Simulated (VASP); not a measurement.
# TaH3Br2 (R-3m) in VASP: further runs, part 2 of 2

VASP 6.6.1. Earlier steps stand in the parts before.

**3. Single point, PBE**

This run uses another cell than the first one, of 19.94 Å³/atom, 1.669 times its volume.

INCAR reads:

```
SYSTEM = TaH3Br2
PREC = Accurate ; ENCUT = 520
EDIFF = 1E-6 ; ISMEAR = 0
SIGMA = 0.1 ; LREAL = .FALSE.
LASPH = .TRUE. ; NELM = 80
ALGO = Normal ; ISIF = 2
LWAVE = .FALSE. ; LCHARG = .FALSE.
GGA = PE ; NBANDS = 23
```

KPOINTS reads:

```
regular mesh
0
G
  6 6 6
  0 0 0
```

POSCAR reads:

```
TaH3Br2
1.0
    2.7947698500      1.6135611300      4.4217278500
   -2.7947698500      1.6135611300      4.4217278500
    0.0000000000     -3.2271222500      4.4217278500
Ta H Br
1 3 2
Direct
    0.0000000000      0.0000000000      0.0000000000
    0.0000000000      0.5000000000      0.0000000000
    0.5000000000      0.0000000000      0.0000000000
    0.0000000000      0.0000000000      0.5000000000
    0.6256905800      0.6256905800      0.6256905800
    0.3743094200      0.3743094200      0.3743094200
```

Potentials or basis: VASP PAW PBE potentials, release 64 (Ta_pv, H, Br).

Run with:

```bash
cat potpaw_PBE.64/Ta_pv/POTCAR potpaw_PBE.64/H/POTCAR potpaw_PBE.64/Br/POTCAR > POTCAR
mpirun -np 1 vasp_std > vasp.out
```

OUTCAR:

```text
SYSTEM = TaH3Br2
   PREC = Accurate
   ENCUT = 520
   EDIFF = 1E-6
   ISMEAR = 0
   LREAL = .FALSE.
   LASPH = .TRUE.
   NELM = 80
   ISIF = 2
   GGA = PE

 ion  position               nearest neighbor table
   1  0.000  0.000  0.000-
   2  0.000  0.500  0.000-
   3  0.500  0.000  0.000-
   4  0.000  0.000  0.500-
   5  0.626  0.626  0.626-
   6  0.374  0.374  0.374-

  LATTYP: Found a trigonal (rhomboedric) cell.
 ALAT       =     5.4741204969
 COS(alpha) =     0.4786932015

  Lattice vectors:

 A1 = (   2.7947698500,   1.6135611300,   4.4217278500)
 A2 = (  -2.7947698500,   1.6135611300,   4.4217278500)
 A3 = (   0.0000000000,  -3.2271222500,   4.4217278500)

Analysis of symmetry for initial positions (statically):
=====================================================================
 Subroutine PRICEL returns:
 Original cell was already a primitive cell.

 Routine SETGRP: Setting up the symmetry group for a
 trigonal (rhombohedral) supercell.

 Subroutine GETGRP returns: Found 12 space group operations
 (whereof 12 operations were pure point group operations)
 out of a pool of 12 trial point group operations.

The static configuration has the point symmetry D_3d.

Analysis of symmetry for dynamics (positions and initial velocities):
=====================================================================
 Subroutine PRICEL returns:
 Original cell was already a primitive cell.

 Routine SETGRP: Setting up the symmetry group for a
 trigonal (rhombohedral) supercell.

 Subroutine GETGRP returns: Found 12 space group operations
 (whereof 12 operations were pure point group operations)
 out of a pool of 12 trial point group operations.

The dynamic configuration has the point symmetry D_3d.
[... 119 lines left out ...]
   NUPDOWN=      -1.0000    fix difference up-down
   EMIN   =  10.00;   EMAX   =-10.00  energy-range for DOS
   EFERMI =   0.00;   METHOD = LEGACY
   ISMEAR =     0;   SIGMA  =   0.10  broadening in eV -4-tet -1-fermi 0-gaus
   EFERMI_NEDOS =   21; number of points for ismear=-14 and -15
   IALGO  =     38    algorithm
   IMIX   =      4    mixing-type and parameters
     AMIX     =   0.40;   BMIX     =  1.00
     AMIX_MAG =   1.60;   BMIX_MAG =  1.00
  volume/ion in A,a.u.               =      19.94       134.56
  Fermi-wavevector in a.u.,A,eV,Ry     =   1.008872  1.906491 13.848310  1.017822
  Thomas-Fermi vector in A             =   2.141765
   LORBIT       =      0    0 simple, 1 ext, 2 COOP (PROOUT), +10 PAW based schemes
   GGA     = PE    functional components
   LHFCALC =     F    Hartree Fock is set to
   AEXX    =    0.0000 exact exchange contribution
   IVDW    =     0    specifies the selected vdW correction
   LEPSILON=     F    determine dielectric tensor
   LRPA    =     F    only Hartree local field effects (RPA)
 non-spin polarized calculation
 Gauss-broadening in eV      SIGMA  =   0.10
  energy-cutoff  :      520.00
  volume of cell :      119.64
 maximum number of plane-waves:      3244
 NGX is ok and might be reduce to    42
   NGX = 21   NGY = 21   NGZ = 21

 number of electron      27.9999998 magnetization

 Free energy of the ion-electron system (eV)
  ---------------------------------------------------
  ext. energy  EPLUGINS =         0.00000000
  ---------------------------------------------------
  free energy    TOTEN  =       -18.47456961 eV

  energy without entropy =      -18.46418908  energy(sigma->0) =      -18.46937934

 E-fermi :   0.4574     XC(G=0):  -8.6537

 val. band max:        0.4449961143   @ k =   0.5000   0.5000   0.3333
 cond. band min:       0.4615717831   @ k =   0.5000   0.5000   0.1667
 fundamental gap:      0.0165756688
 Fermi energy:         0.4574039888

 k-point     1 :       0.0000    0.0000    0.0000
  band No.  band energies     occupation
      1     -36.2745      2.00000
      2     -36.2745      2.00000
      3     -35.9474      2.00000
      4     -14.5760      2.00000
      5     -13.5817      2.00000
      6      -3.4190      2.00000
[... 613 lines left out ...]
     22       8.2470      0.00000
     23       8.6564      0.00000

 [... further k-points ...]
[... 5 lines left out ...]
  --------------------------------------------------------------------------------------
  -------------------------------------------------------------------------------------
  Total      -13.0135324    -13.0135324    -11.2461220      0.0000000     -0.0000000     -0.0000000
  in kB     -174.2733781   -174.2733784   -150.6047410      0.0000000     -0.0000001     -0.0000000
  external PRESSURE =    -166.3838325 kB  Pullay stress =       0.0000000 kB

 VOLUME and BASIS-vectors are now :
 -----------------------------------------------------------------------------
  energy-cutoff  :      520.00
  volume of cell :      119.64
      direct lattice vectors                 reciprocal lattice vectors
     2.794769850  1.613561130  4.421727850     0.178905608  0.103291201  0.075385312
    -2.794769850  1.613561130  4.421727850    -0.178905608  0.103291201  0.075385312
     0.000000000 -3.227122250  4.421727850     0.000000000 -0.206582402  0.075385312

 POSITION                                       TOTAL-FORCE (eV/Angst)
 -----------------------------------------------------------------------------------
      0.00000      0.00000      0.00000        -0.000000      0.000000     -0.000000
     -1.39738      0.80678      2.21086         0.000000      0.000000     -0.000000
      1.39738      0.80678      2.21086         0.000000      0.000000     -0.000000
      0.00000     -1.61356      2.21086        -0.000000      0.000000     -0.000000
      0.00000      0.00000      8.29990        -0.000000      0.000000      0.411288
      0.00000      0.00000      4.96528        -0.000000     -0.000000     -0.411288
 -----------------------------------------------------------------------------------
    total drift:                               -0.000000      0.000000      0.000000

  FREE ENERGIE OF THE ION-ELECTRON SYSTEM (eV)
  ---------------------------------------------------
  free  energy   TOTEN  =       -18.4745696055 eV

  energy  without entropy=      -18.4641890806  energy(sigma->0) =      -18.46937934
```

OSZICAR:

```text
N       E                     dE             d eps       ncg     rms          rms(c)
DAV:   1     0.154332166336E+03    0.15433E+03   -0.12731E+04  1584   0.104E+03
DAV:   2    -0.140542743296E+02   -0.16839E+03   -0.16067E+03  1944   0.221E+02
DAV:   3    -0.251721124136E+02   -0.11118E+02   -0.11006E+02  1864   0.532E+01
DAV:   4    -0.253183281091E+02   -0.14622E+00   -0.14616E+00  1743   0.692E+00
DAV:   5    -0.253196371744E+02   -0.13091E-02   -0.13089E-02  1966   0.665E-01    0.112E+01
DAV:   6    -0.205757828045E+02    0.47439E+01   -0.26039E+01  1682   0.174E+01    0.119E+01
DAV:   7    -0.195216671913E+02    0.10541E+01   -0.31555E+01  1648   0.157E+01    0.531E+00
DAV:   8    -0.185235803700E+02    0.99809E+00   -0.21859E+00  1710   0.584E+00    0.206E+00
DAV:   9    -0.185719636456E+02   -0.48383E-01   -0.18771E-01  1647   0.186E+00    0.211E+00
DAV:  10    -0.186445923040E+02   -0.72629E-01   -0.18368E+00  1759   0.405E+00    0.277E+00
DAV:  11    -0.184746487535E+02    0.16994E+00   -0.80447E-01  1703   0.254E+00    0.276E-01
DAV:  12    -0.184752380291E+02   -0.58928E-03   -0.15580E-02  1591   0.474E-01    0.179E-01
DAV:  13    -0.184747014545E+02    0.53657E-03   -0.19591E-03  1870   0.177E-01    0.843E-02
DAV:  14    -0.184745987013E+02    0.10275E-03   -0.30094E-04  1760   0.722E-02    0.440E-02
DAV:  15    -0.184745910593E+02    0.76420E-05   -0.28297E-04  1830   0.550E-02    0.294E-02
DAV:  16    -0.184745717073E+02    0.19352E-04   -0.42667E-05  1696   0.254E-02    0.994E-03
DAV:  17    -0.184745703860E+02    0.13213E-05   -0.29439E-06  1523   0.712E-03    0.585E-03
DAV:  18    -0.184745696055E+02    0.78051E-06   -0.23739E-06   967   0.634E-03
   1 F= -.18474570E+02 E0= -.18469379E+02  d E =-.103805E-01
```

It took 3.1 min on 1 thread of Intel Xeon Platinum 8259CL at 2.50GHz (Skylake/Cascade Lake), shared host; peak memory 0.3 GiB.

Results:

* Free energy: -18.4746 eV
* Pressure: -16.6 GPa
* Largest force: 0.411 eV/Å
* Band gap on the k mesh: zero (band 14 reaches 0.49 eV, above the bottom of band 15 at 0.46 eV)

Forces in eV/Å, atoms in the order of the input:
```
Ta   0.000  0.000  0.000
H    0.000  0.000  0.000
H    0.000  0.000  0.000
H    0.000  0.000  0.000
Br   0.000  0.000  0.411
Br   0.000  0.000 -0.411
```

Levels at points of the mesh, in eV from the Fermi level:
```
           k point  band 11  band 12  band 13  band 14  band 15  band 16  band 17  band 18
(0.00, 0.00, 0.00)    -2.34    -1.63    -1.46    -1.46     0.47     1.18     1.18     2.61
(0.50, 0.00, 0.00)    -1.89    -1.54    -1.27    -1.13     0.07     0.43     1.06     1.44
(0.50, 0.50, 0.00)    -1.19    -1.14    -0.68    -0.03     0.03     0.21     0.45     1.12
(0.50, 0.50, 0.50)    -1.58    -0.74    -0.16     0.03     0.03     0.09     0.09     0.64
```

Caveat: spin-orbit coupling is left out, which moves the levels of the heavy elements.
